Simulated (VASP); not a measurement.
**C: single point with PBE**

Crystal: C.

```
C
1.0
     2.51153    0.00000    0.00000
     1.25576   -4.22979    2.07750
     1.25576   -4.22979   -6.23249
C
12
Direct
  0.94741 0.50685 0.59833
  0.94741 0.00685 0.09833
  0.05259 0.99315 0.90167
  0.05259 0.49315 0.40167
  0.44741 0.40092 0.70426
  0.44741 0.90092 0.20426
  0.55259 0.09908 0.79574
  0.55259 0.59908 0.29574
  0.25000 0.70175 0.79825
  0.25000 0.20175 0.29825
  0.75000 0.79825 0.70175
  0.75000 0.29825 0.20175
```

- Program: VASP 6.6.1
- Task: single point
- Functional: PBE
- Potentials or basis: VASP PAW PBE potentials, release 64 (C)
- Cutoff: 520 eV
- k mesh: 6 × 6 × 6
- Occupations: gaussian, width 0.1 eV
- Spin: no spin polarisation

```json
{
  "Pressure": "0.5 GPa",
  "Largest force": "0.031 eV/Å",
  "Band gap on the k mesh": "1.61 eV"
}
```

Forces on the atoms (eV/Å):
```
C    0.000  0.005  0.009
C    0.000  0.005  0.009
C    0.000 -0.005 -0.009
C    0.000 -0.005 -0.009
C    0.000  0.005 -0.009
C    0.000  0.005 -0.009
C    0.000 -0.005  0.009
C    0.000 -0.005  0.009
C    0.000  0.000 -0.031
C    0.000  0.000 -0.031
C    0.000  0.000  0.031
C    0.000  0.000  0.031
```

Stress tensor (GPa, compression positive):
```
0.82 0.00 0.00
0.00 0.45 0.00
0.00 0.00 0.34
```

Levels at points of the mesh, in eV from the valence-band top:
| k point | band 20 | band 21 | band 22 | band 23 | band 24 | band 25 | band 26 | band 27 | band 28 | band 29 |
| --- | --- | --- | --- | --- | --- | --- | --- | --- | --- | --- |
| (0.00, 0.00, 0.00) | -1.39 | -0.33 | -0.21 | -0.21 | 0.00 | 2.91 | 3.24 | 3.27 | 3.81 | 4.94 |
| (0.50, 0.00, 0.00) | -4.61 | -3.02 | -3.02 | -2.58 | -2.35 | 3.52 | 3.92 | 3.92 | 5.82 | 6.54 |
| (0.00, 0.50, 0.00) | -2.24 | -1.76 | -1.76 | -1.46 | -1.46 | 2.44 | 2.44 | 3.69 | 3.69 | 5.60 |
| (0.50, 0.50, 0.00) | -4.25 | -3.22 | -3.22 | -2.67 | -2.67 | 3.57 | 3.57 | 4.53 | 4.53 | 7.01 |
| (0.00, 0.00, 0.50) | -1.64 | -0.66 | -0.66 | -0.05 | -0.05 | 2.86 | 2.86 | 3.30 | 3.30 | 5.01 |
| (0.00, 0.50, 0.50) | -2.03 | -1.72 | -1.39 | -1.29 | -0.21 | 1.61 | 3.24 | 3.27 | 3.74 | 4.94 |

Wall time 2.8 min on 1 thread of Intel(R) Xeon(R) Platinum 8559C (Emerald Rapids) (shared host), peak memory 0.27 GiB.

Caveat: the k points lie up to 0.43 Å⁻¹ apart. A k mesh can miss the band edges.
